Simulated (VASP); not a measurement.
Input of a VASP 6.6.1 run:

INCAR

```
PREC = Accurate
ENCUT = 520
EDIFF = 1E-7
ISMEAR = 0
SIGMA = 0.15
LREAL = False
LASPH = True
NELM = 100
ALGO = Normal
ISIF = 2
LWAVE = False
LCHARG = False
GGA = PE
NBANDS = 16
```

KPOINTS

```
regular mesh
0
Gamma
  14 14 14
```

Contents of POSCAR:

```
HgTe
1.0
    0.0000000000      3.3202050000      3.3202050000
    3.3202050000      0.0000000000      3.3202050000
    3.3202050000      3.3202050000      0.0000000000
Hg Te
1 1
Direct
    0.0000000000      0.0000000000      0.0000000000
    0.7500000000      0.7500000000      0.7500000000
```

Potentials or basis: VASP PAW PBE potentials, release 64 (Hg, Te).

Launch:

```sh
$ cat potpaw_PBE.64/Hg/POTCAR potpaw_PBE.64/Te/POTCAR > POTCAR
$ mpirun -np 1 vasp_std > vasp.out
```

Predict the pressure.

0.2 GPa.

Estimate the band gap on the k mesh.

zero (filled and empty bands touch).

Caveat: the cell differs from its parent crystal (strain +0.030 along x and y, +0.030 along z); semilocal functionals underestimate gaps, so a narrow gap can read as zero; spin-orbit coupling is left out, which moves the levels of the heavy elements.
